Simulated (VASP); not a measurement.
A run of VASP 6.6.1:

The input POSCAR:

```
TaRh3
1.0
    3.8600000000      0.0000000000      0.0000000000
    0.0000000000      3.8600000000      0.0000000000
    0.0000000000      0.0000000000      3.8600000000
Ta Rh
1 3
Direct
    0.0000000000      0.0000000000      0.0000000000
    0.0000000000      0.5000000000      0.5000000000
    0.5000000000      0.0000000000      0.5000000000
    0.5000000000      0.5000000000      0.0000000000
```

The input INCAR.step1:

```
SYSTEM = TaRh3
PREC = Accurate
ENCUT = 520
ISMEAR = 0
SIGMA = 0.1
LREAL = .FALSE.
LASPH = .TRUE.
NELM = 80
NBANDS = 36
GGA = PE
ALGO = Normal
EDIFF = 1E-4
LWAVE = .TRUE.
LCHARG = .FALSE.
```

Contents of INCAR.step2:

```
SYSTEM = TaRh3
PREC = Accurate
ENCUT = 520
EDIFF = 1E-6
ISMEAR = 0
SIGMA = 0.1
LREAL = .FALSE.
LASPH = .TRUE.
NELM = 80
ALGO = Normal
ISIF = 2
LWAVE = .FALSE.
LCHARG = .FALSE.
METAGGA = R2SCAN
LMIXTAU = .TRUE.
NBANDS = 36
ISTART = 1
```

File KPOINTS:

```
regular mesh
0
G
  6 6 6
  0 0 0
```

Potentials or basis: VASP PAW PBE potentials, release 64 (Ta_pv, Rh_pv).

Command:

```console
$ cat potpaw_PBE.64/Ta_pv/POTCAR potpaw_PBE.64/Rh_pv/POTCAR > POTCAR
$ cp INCAR.step1 INCAR
$ mpirun -np 1 vasp_std > vasp.out
$ cp INCAR.step2 INCAR
$ mpirun -np 1 vasp_std > vasp.out
```

Hardware: 1 thread of Intel Xeon 8259CL (shared host).

**Question.** How long does it take, and how much memory?

**Answer.** It took 2.6 min on 1 thread of Intel Xeon 8259CL, on a shared host, peak memory 0.19 GiB. Counts: k points 20.
